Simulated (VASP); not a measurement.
Au: single point with r2SCAN

Au:

```
Au
1.0
    -1.63837    1.63837    1.63837
     1.63837   -1.63837    1.63837
     1.63837    1.63837   -1.63837
Au
1
Direct
  0.00000 0.00000 0.00000
```

This isn't the form of Au at room conditions, which is fcc.

```json
{
  "Program": "VASP 6.6.1",
  "Task": "single point",
  "Functional": "r2SCAN",
  "Potentials or basis": "VASP PAW PBE potentials, release 64 (Au)",
  "Cutoff": "520 eV",
  "k mesh": "24 × 24 × 24",
  "Occupations": "gaussian, width 0.1 eV",
  "Spin": "no spin polarisation",
  "Dipole correction": "no",
  "Further INCAR settings": "ALGO = Normal; EDIFF = 1e-06; NBANDS = 12"
}
```

The pressure is 0.3 GPa and the band gap on the k mesh is zero (an odd number of electrons rules out a gap without spin polarisation).

Levels at points of the mesh, in eV from the Fermi level:
| k point | band 3 | band 4 | band 5 | band 6 | band 7 | band 8 |
| --- | --- | --- | --- | --- | --- | --- |
| (0.00, 0.00, 0.00) | -5.03 | -5.03 | -3.15 | -3.15 | 17.36 | 17.36 |
| (0.50, 0.00, 0.00) | -3.29 | -2.97 | -1.62 | -0.39 | 3.45 | 13.03 |
| (0.50, 0.50, 0.50) | -1.99 | -1.99 | -1.99 | 6.57 | 6.57 | 6.57 |

Wall time 5.3 min on 1 thread of Intel Xeon 8259CL (shared host), peak memory 0.21 GiB.

Caveat: the PAW data sets were made with another functional, which shifts forces and pressure a little; spin-orbit coupling is left out, which moves the levels of the heavy elements.
